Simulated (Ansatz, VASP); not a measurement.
**One calculation of BeS, two programs**

```
Be S
1.0
     3.02057    0.00000    0.00000
     0.00000    3.02057    0.00000
     0.00000    0.00000    2.58147
Be S
1 1
Direct
  0.50000 0.50000 0.50000
  0.00000 0.00000 0.00000
```

Change from the starting cell: species swapped into the NiPt type (P4/mmm, No. 123).

Alike in both runs: functional PBE; k mesh 5 × 5 × 4; occupations gaussian, width 0.15 eV; no spin polarisation.

Ansatz relaxed the structure, and its values are those at the end. VASP's run is a single point on that final structure, the one shown.

|  | VASP | Ansatz |
| --- | --- | --- |
| version | VASP 6.6.1 | Ansatz 0.2.0 |
| potentials or method | VASP PAW PBE potentials, release 64 (Be, S), cutoff 600 eV | scalar-relativistic, plane waves, PAW |
| valence electrons in the cell | 8 | 8 |

```csv
,VASP,Ansatz,Ansatz less VASP
gap on the k mesh at the Fermi level (eV),none,none,-
pressure (GPa),0.1,0.1,0.00
```

A gap of «none» marks a metal or a gap that the smearing closes.

The k mesh is coarse, so the values compare programs but aren't converged.
